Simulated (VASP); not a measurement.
# AgCl (P6_3/mmc) in VASP: notebook

AgCl is run at these levels: PBE; tasks: single point, relaxation of cell and atoms.

Everything below comes from runs of VASP 6.6.1. Logs are shortened: lines on timing, memory, paths and dates and some standing lists are left out, and cuts for length are marked.

### 1 The cell of the first run

Symmetry: P6_3/mmc, No. 194, hexagonal system. Conventional cell: a = 4.074 Å, b = 4.074 Å, c = 6.200 Å, α = 90.00°, β = 90.00°, γ = 120.00°. Within 3.7 Å of Ag (site symmetry -3m) lie 6 Cl at 2.82 Å and 2 Ag at 3.10 Å. Within 3.7 Å of Cl (site symmetry -6m2) lie 6 Ag at 2.82 Å.

### 2 Single point, PBE

The input, INCAR:

```
PREC = Accurate
ENCUT = 520
EDIFF = 1E-6
ISMEAR = -1
SIGMA = 0.02
LREAL = F
LASPH = T
NELM = 100
ALGO = Normal
ISIF = 2
LWAVE = F
LCHARG = T
GGA = PE
LELF = T
LVHAR = T
NBANDS = 26
```

The input, KPOINTS:

```
regular mesh
0
Gamma
  12 12 4
```

The input, POSCAR:

```
AgCl
1.0
    4.0739374315      0.0000000000      0.0000000000
   -2.0369687158      3.5281333091      0.0000000000
    0.0000000000      0.0000000000      6.1998351357
Ag Cl
2 2
Direct
    0.0000000000      0.0000000000      0.0000000000
    0.0000000000      0.0000000000      0.5000000000
    0.3333333333      0.6666666667      0.2500000000
    0.6666666667      0.3333333333      0.7500000000
```

Potentials or basis: VASP PAW PBE potentials, release 64 (Ag, Cl).

On the command line:

```bash
cat potpaw_PBE.64/Ag/POTCAR potpaw_PBE.64/Cl/POTCAR > POTCAR
mpirun -np 1 vasp_std > vasp.out
```

OUTCAR:

```text
PREC = Accurate
   ENCUT = 520
   EDIFF = 1E-6
   ISMEAR = -1
   LREAL = F
   LASPH = T
   NELM = 100
   ISIF = 2
   GGA = PE

 ion  position               nearest neighbor table
   1  0.000  0.000  0.000-   3 2.82   4 2.82   4 2.82   3 2.82   4 2.82   3 2.82   2 3.10   2 3.10

   2  0.000  0.000  0.500-   3 2.82   4 2.82   4 2.82   3 2.82   4 2.82   3 2.82   1 3.10   1 3.10

   3  0.333  0.667  0.250-   1 2.82   2 2.82   1 2.82   2 2.82   1 2.82   2 2.82
   4  0.667  0.333  0.750-   1 2.82   2 2.82   1 2.82   2 2.82   1 2.82   2 2.82

  LATTYP: Found a hexagonal cell.
 ALAT       =     4.0739374315
 C/A-ratio  =     1.5218287566

  Lattice vectors:

 A1 = (   4.0739374315,   0.0000000000,   0.0000000000)
 A2 = (  -2.0369687158,   3.5281333091,   0.0000000000)
 A3 = (   0.0000000000,   0.0000000000,   6.1998351357)

Analysis of symmetry for initial positions (statically):
=====================================================================
 Subroutine PRICEL returns:
 Original cell was already a primitive cell.

 Routine SETGRP: Setting up the symmetry group for a
 hexagonal supercell.

 Subroutine GETGRP returns: Found 24 space group operations
 (whereof 12 operations were pure point group operations)
 out of a pool of 24 trial point group operations.

The static configuration has the point symmetry D_3d.
 The point group associated with its full space group is D_6h.

Analysis of symmetry for dynamics (positions and initial velocities):
=====================================================================
 Subroutine PRICEL returns:
 Original cell was already a primitive cell.

 Routine SETGRP: Setting up the symmetry group for a
 hexagonal supercell.

 Subroutine GETGRP returns: Found 24 space group operations
 (whereof 12 operations were pure point group operations)
 out of a pool of 24 trial point group operations.

The dynamic configuration has the point symmetry D_3d.
 The point group associated with its full space group is D_6h.

 Subroutine INISYM returns: Found 24 space group operations
 (whereof 12 operations are pure point group operations),
 and found     1 'primitive' translations

----------------------------------------------------------------------------------------

                                     Primitive cell

  volume of cell :      89.1127

  direct lattice vectors                    reciprocal lattice vectors
     4.073937432  0.000000000  0.000000000     0.245462778  0.141718001  0.000000000
    -2.036968716  3.528133309  0.000000000     0.000000000  0.283436002  0.000000000
     0.000000000  0.000000000  6.199835136     0.000000000  0.000000000  0.161294612

  length of vectors
     4.073937432  4.073937432  6.199835136     0.283436002  0.283436002  0.161294612

  position of ions in fractional coordinates (direct lattice)
     0.000000000  0.000000000  0.000000000
     0.000000000  0.000000000  0.500000000
     0.333333333  0.666666667  0.250000000
     0.666666667  0.333333333  0.750000000

  ion indices of the primitive-cell ions
   primitive index   ion index
                 1           1
                 2           2
                 3           3
                 4           4

----------------------------------------------------------------------------------------

 KPOINTS: regular mesh

Automatic generation of k-mesh.
 Grid dimensions read from file:
 generate k-points for:   12   12    4

 Generating k-lattice:

  Cartesian coordinates                     Fractional coordinates (reciprocal lattice)
     0.020455232  0.011809833  0.000000000     0.083333333 -0.000000000  0.000000000
     0.000000000  0.023619667  0.000000000     0.000000000  0.083333333  0.000000000
     0.000000000  0.000000000  0.040323653     0.000000000  0.000000000  0.250000000

  Length of vectors
     0.023619667  0.023619667  0.040323653

  Shift w.r.t. Gamma in fractional coordinates (k-lattice)
     0.000000000  0.000000000  0.000000000

 Subroutine IBZKPT returns following result:
 ===========================================

 Found     57 irreducible k-points:

 Following reciprocal coordinates:
            Coordinates               Weight
  0.000000  0.000000  0.000000      1.000000
  0.083333 -0.000000  0.000000      6.000000
  0.166667 -0.000000  0.000000      6.000000
  0.250000  0.000000  0.000000      6.000000
  0.333333 -0.000000  0.000000      6.000000
  0.416667  0.000000  0.000000      6.000000
[... 16 lines left out ...]
  0.250000  0.000000  0.250000     12.000000
  0.333333 -0.000000  0.250000     12.000000
 [... further k-points ...]
   k-points           NKPTS =     57   k-points in BZ     NKDIM =     57   number of bands    NBANDS=     26
   number of dos      NEDOS =    301   number of ions     NIONS =      4
   total plane-waves  NPLWV =  43200
   dimension x,y,z NGX =    30 NGY =   30 NGZ =   48
   dimension x,y,z NGXF=    60 NGYF=   60 NGZF=   96
   ions per type =               2   2
   NGX,Y,Z   is equivalent  to a cutoff of  12.24, 12.24, 12.87 a.u.
   NGXF,Y,Z  is equivalent  to a cutoff of  24.48, 24.48, 25.74 a.u.
 SYSTEM =  unknown system
   PREC   = accura    normal or accurate (medium, high low for compatibility)
   ISTART =      0    job   : 0-new  1-cont  2-samecut
   ICHARG =      2    charge: 1-file 2-atom 10-const
   ISPIN  =      1    spin polarized calculation?
   LNONCOLLINEAR =      F non collinear calculations
   LSORBIT =      F    spin-orbit coupling
   LASPH  =      T    aspherical Exc in radial PAW
   ENCUT  =  520.0 eV  38.22 Ry    6.18 a.u.   7.57  7.57 11.53*2*pi/ulx,y,z
   NELM   =    100;   NELMIN=  2; NELMDL= -5     # of ELM steps
   EDIFF  = 0.1E-05   stopping-criterion for ELM
   LREAL  =      F    real-space projection
   EDIFFG = 0.1E-04   stopping-criterion for IOM
   NSW    =      0    number of steps for IOM
   IBRION =     -1    ionic relax: 0-MD 1-quasi-New 2-CG
   NFREE  =      0    steps in history (QN), initial steepest desc. (CG)
   ISIF   =      2    stress and relaxation
   ISYM   =      2    0-nonsym 1-usesym 2-fastsym
   POTIM  = 0.5000    time-step for ionic-motion
   TEBEG  =    0.0;   TEEND  =   0.0 temperature during run
   PSTRESS=    0.0 pullay stress
   NELECT =      36.0000    total number of electrons
   NUPDOWN=      -1.0000    fix difference up-down
   EMIN   =  10.00;   EMAX   =-10.00  energy-range for DOS
   EFERMI =   0.00;   METHOD = LEGACY
   ISMEAR =    -1;   SIGMA  =   0.02  broadening in eV -4-tet -1-fermi 0-gaus
   EFERMI_NEDOS =   21; number of points for ismear=-14 and -15
   IALGO  =     38    algorithm
   IMIX   =      4    mixing-type and parameters
     AMIX     =   0.40;   BMIX     =  1.00
     AMIX_MAG =   1.60;   BMIX_MAG =  1.00
  volume/ion in A,a.u.               =      22.28       150.34
  Fermi-wavevector in a.u.,A,eV,Ry     =   1.210215  2.286975 19.927367  1.464620
  Thomas-Fermi vector in A             =   2.345768
   LORBIT       =      0    0 simple, 1 ext, 2 COOP (PROOUT), +10 PAW based schemes
   GGA     = PE    functional components
   LHFCALC =     F    Hartree Fock is set to
   AEXX    =    0.0000 exact exchange contribution
   IVDW    =     0    specifies the selected vdW correction
   LEPSILON=     F    determine dielectric tensor
   LRPA    =     F    only Hartree local field effects (RPA)
 non-spin polarized calculation
  energy-cutoff  :      520.00
  volume of cell :       89.11
 maximum number of plane-waves:      2421
   NGX = 15   NGY = 15   NGZ = 23

 number of electron      36.0000010 magnetization

 Free energy of the ion-electron system (eV)
  ---------------------------------------------------
  ext. energy  EPLUGINS =         0.00000000
  ---------------------------------------------------
  free energy    TOTEN  =       -10.79869879 eV

  energy without entropy =      -10.79869879  energy(sigma->0) =      -10.79869879

 E-fermi :   3.5626     XC(G=0):  -9.6994

 val. band max:        3.1670404892   @ k =   0.0000   0.0000   0.0000
 cond. band min:       4.0725567285   @ k =   0.0000   0.0000   0.0000
 fundamental gap:      0.9055162393
 Fermi energy:         3.5626220769

 k-point     1 :       0.0000    0.0000    0.0000
  band No.  band energies     occupation
      1     -11.5846      2.00000
      2     -11.1377      2.00000
      3      -1.5128      2.00000
      4      -0.8494      2.00000
      5      -0.8494      2.00000
      6       0.1255      2.00000
[... 18 lines left out ...]
     25      13.9886      0.00000
     26      14.4687      0.00000

 k-point     2 :       0.0833   -0.0000    0.0000
  band No.  band energies     occupation
      1     -11.5645      2.00000
      2     -11.1369      2.00000
      3      -1.4519      2.00000
      4      -0.8392      2.00000
      5      -0.8272      2.00000
      6       0.0688      2.00000
[... 18 lines left out ...]
     25      13.5416      0.00000
     26      13.6825      0.00000

 k-point     3 :       0.1667   -0.0000    0.0000
  band No.  band energies     occupation
      1     -11.5080      2.00000
      2     -11.1352      2.00000
      3      -1.2772      2.00000
      4      -0.8152      2.00000
      5      -0.7613      2.00000
      6      -0.2531      2.00000
[... 18 lines left out ...]
     25      12.7299      0.00000
     26      12.8481      0.00000

 k-point     4 :       0.2500    0.0000    0.0000
  band No.  band energies     occupation
      1     -11.4267      2.00000
      2     -11.1351      2.00000
      3      -1.0181      2.00000
      4      -0.7950      2.00000
      5      -0.7745      2.00000
      6      -0.6506      2.00000
[... 18 lines left out ...]
     25      12.2769      0.00000
     26      12.3106      0.00000
[... 496 lines left out ...]
      1     -11.4562      2.00000
      2     -11.1928      2.00000
      3      -1.1987      2.00000
      4      -0.6908      2.00000
      5      -0.5161      2.00000
      6      -0.4463      2.00000
[... 18 lines left out ...]
     25      12.4743      0.00000
     26      13.0446      0.00000

 k-point    23 :       0.2500    0.0000    0.2500
  band No.  band energies     occupation
      1     -11.3854      2.00000
      2     -11.1792      2.00000
      3      -1.1237      2.00000
      4      -0.8701      2.00000
      5      -0.6800      2.00000
      6      -0.3236      2.00000
[... 18 lines left out ...]
     25      12.3673      0.00000
     26      12.4352      0.00000

 k-point    24 :       0.3333   -0.0000    0.2500
  band No.  band energies     occupation
      1     -11.3088      2.00000
      2     -11.1695      2.00000
      3      -1.2192      2.00000
      4      -1.0150      2.00000
      5      -0.6862      2.00000
      6      -0.2269      2.00000
[... 18 lines left out ...]
     25      11.9067      0.00000
     26      12.9422      0.00000

 [... further k-points ...]
[... 5 lines left out ...]
  --------------------------------------------------------------------------------------
  -------------------------------------------------------------------------------------
  Total       -0.0728583     -0.0728583     -0.0664025      0.0000000     -0.0000000      0.0000000
  in kB       -1.3099368     -1.3099368     -1.1938665      0.0000000     -0.0000000      0.0000000
  external PRESSURE =      -1.2712467 kB  Pullay stress =       0.0000000 kB

 VOLUME and BASIS-vectors are now :
 -----------------------------------------------------------------------------
  energy-cutoff  :      520.00
  volume of cell :       89.11
      direct lattice vectors                 reciprocal lattice vectors
     4.073937432  0.000000000  0.000000000     0.245462778  0.141718001  0.000000000
    -2.036968716  3.528133309  0.000000000     0.000000000  0.283436002  0.000000000
     0.000000000  0.000000000  6.199835136     0.000000000  0.000000000  0.161294612

 POSITION                                       TOTAL-FORCE (eV/Angst)
 -----------------------------------------------------------------------------------
      0.00000      0.00000      0.00000         0.000000      0.000000      0.000000
      0.00000      0.00000      3.09992         0.000000      0.000000      0.000000
     -0.00000      2.35209      1.54996        -0.000000     -0.000000      0.000000
      2.03697      1.17604      4.64988        -0.000000      0.000000     -0.000000
 -----------------------------------------------------------------------------------
    total drift:                               -0.000000      0.000000     -0.000000

  FREE ENERGIE OF THE ION-ELECTRON SYSTEM (eV)
  ---------------------------------------------------
  free  energy   TOTEN  =       -10.7986987939 eV

  energy  without entropy=      -10.7986987938  energy(sigma->0) =      -10.79869879
```

It took 1.7 min on 1 thread of Intel Xeon Platinum 8259CL at 2.50GHz (Skylake/Cascade Lake), shared host; peak memory 0.26 GiB.

What came out:

* Free energy: -10.7987 eV
* Pressure: -0.1 GPa
* Band gap on the k mesh: 0.91 eV, direct

A k mesh can miss the band edges. PBE gaps usually lie below the measured ones, often by a third to a half.

(Continued in part 2 of 2.)
